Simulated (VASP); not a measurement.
## LiCl: single point with PBE

The system is LiCl.

```
Li Cl
1.0
    -3.92488    0.00000    6.35716
    -3.92488    0.00000   -6.35716
     3.92488   -6.79810    0.00000
Li Cl
8 8
Cartesian
  -3.9249 -2.2660 -0.7882
  -1.9624 -5.6651 -0.7882
  0.0000 -2.2660 -0.7882
  1.9624 -5.6651 -0.7882
  -1.9624 -1.1330 2.3904
  0.0000 -4.5321 2.3904
  -1.9624 -1.1330 -3.9668
  0.0000 -4.5321 -3.9668
  -3.9249 -2.2660 -3.1850
  -1.9624 -5.6651 -3.1850
  -3.9249 -2.2660 3.1721
  -1.9624 -5.6651 3.1721
  -5.8873 -1.1330 -0.0065
  -3.9249 -4.5321 -0.0065
  -1.9624 -1.1330 -0.0065
  0.0000 -4.5321 -0.0065
```

```yaml
Program: VASP 6.6.1
Task: single point
Functional: PBE
Potentials_or_basis: VASP PAW PBE potentials, release 64 (Li_sv, Cl)
Cutoff: 520 eV
k_mesh: 2 × 2 × 2, shifted
Occupations: gaussian, width 0.1 eV
Spin: no spin polarisation
Dipole_correction: no
Further_INCAR_settings: LREAL = Auto; ALGO = Normal; EDIFF = 1e-07; NBANDS = 54; ISYM = 0
```

* Largest force: 0.017 eV/Å
* Band gap on the k mesh: 6.73 eV

Forces in eV/Å, atoms in the order of the input:
```
Li   0.000  0.001  0.016
Li   0.000  0.001  0.016
Li   0.000  0.001  0.016
Li   0.000  0.001  0.016
Li   0.000 -0.001  0.016
Li   0.000 -0.001  0.016
Li   0.000 -0.001  0.016
Li   0.000 -0.001  0.016
Cl   0.000  0.001 -0.016
Cl   0.000  0.001 -0.016
Cl   0.000  0.001 -0.016
Cl   0.000  0.001 -0.016
Cl   0.000 -0.001 -0.016
Cl   0.000 -0.001 -0.016
Cl   0.000 -0.001 -0.016
Cl   0.000 -0.001 -0.016
```

Levels at points of the mesh, in eV from the valence-band top:
| k point | band 36 | band 37 | band 38 | band 39 | band 40 | band 41 | band 42 | band 43 | band 44 | band 45 |
| --- | --- | --- | --- | --- | --- | --- | --- | --- | --- | --- |
| (0.25, 0.25, 0.25) | -0.24 | -0.23 | -0.23 | -0.19 | -0.19 | 7.75 | 7.75 | 7.76 | 7.76 | 8.42 |

It took 2.1 min on 1 thread of AMD EPYC 7R43 64-Core Processor (Zen 3), with other jobs on the host, peak memory 0.38 GiB.

 A k mesh can miss the band edges.
